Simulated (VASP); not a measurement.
Write the native input for VASP 6.6.1 that does the following.

- Task: single point
- Functional: PBE
- Potentials or basis: VASP PAW PBE potentials, release 64 (As)
- Cutoff: 520 eV
- k mesh: 18 × 18 × 18
- Occupations: fermi-dirac, width 0.05 eV
- Spin: no spin polarisation
- Dipole correction: no
- Further INCAR settings: ALGO = Normal; EDIFF = 1e-06; NBANDS = 12

The structure of As lies in POSCAR:

```
As
1.0
    1.8797494575      1.0852738553      3.4857700000
   -1.8797494575      1.0852738553      3.4857700000
    0.0000000000     -2.1705477106      3.4857700000
As
2
Direct
    0.2275400000      0.2275400000      0.2275400000
    0.7724600000      0.7724600000      0.7724600000
```

One way to write it, as run:

INCAR

```
PREC     = Accurate       # precision mode
ENCUT    = 520            # plane-wave cutoff, eV
EDIFF    = 1E-6           # SCF threshold, eV
ISMEAR   = -1             # smearing method
SIGMA    = 0.05           # smearing width, eV
LREAL    = False          # projectors in reciprocal space
LASPH    = True           # aspherical terms in the spheres
NELM     = 60             # most SCF steps
ALGO     = Normal         # electronic algorithm
ISIF     = 2              # what is computed and relaxed
LWAVE    = False          # write WAVECAR
LCHARG   = True           # write CHGCAR
GGA      = PE             # functional
LELF     = True           # ELF
LVHAR    = True         
NBANDS   = 12             # bands
```

KPOINTS

```
regular mesh
0
Gamma
  18 18 18
```

Potentials or basis: VASP PAW PBE potentials, release 64 (As).

Run with:

```bash
$ cat potpaw_PBE.64/As/POTCAR > POTCAR
$ mpirun -np 1 vasp_std > vasp.out
```

Results of the run:

```
Pressure               : 3.9 GPa
Largest force          : 0.271 eV/Å
Band gap on the k mesh : zero (band 5 reaches 5.76 eV, above the bottom of band 6 at 5.25 eV)
```

Run time: 2.3 min on 1 thread of Intel Xeon 6975P-C, on a shared host, peak memory 0.37 GiB.
